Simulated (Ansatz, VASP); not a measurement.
Ge: VASP beside Ansatz

```xyz
3
Lattice="5.4321 0.0000 0.0000 -2.7160 4.7043 0.0000 0.0000 0.0000 2.6720" Properties=species:S:1:pos:R:3 pbc="T T T"
Ge    1.3580    2.3522    0.0000
Ge    2.7160    0.0000    0.0000
Ge   -1.3580    2.3522    0.0000
```

Alike in both runs: functional PBE; k mesh 12 × 12 × 18; occupations gaussian, width 0.1 eV; no spin polarisation.

Ansatz relaxed the structure, and its values are those at the end. VASP's run is a single point on that final structure, the one shown.

|  | VASP | Ansatz |
| --- | --- | --- |
| version | VASP 6.6.1 | Ansatz 0.2.0 |
| potentials or method | VASP PAW PBE potentials, release 64 (Ge_d), cutoff 520 eV | scalar-relativistic, plane waves, PAW |
| valence electrons in the cell | 42 | 42 |

Ansatz gave:

* gap on the k mesh at the Fermi level (eV): none
* pressure (GPa): 0.0

Task: Which values does VASP return?

Result: gap on the k mesh at the Fermi level (eV): none; pressure (GPa): 0.1.

A gap of «none» marks a metal or a gap that the smearing closes.
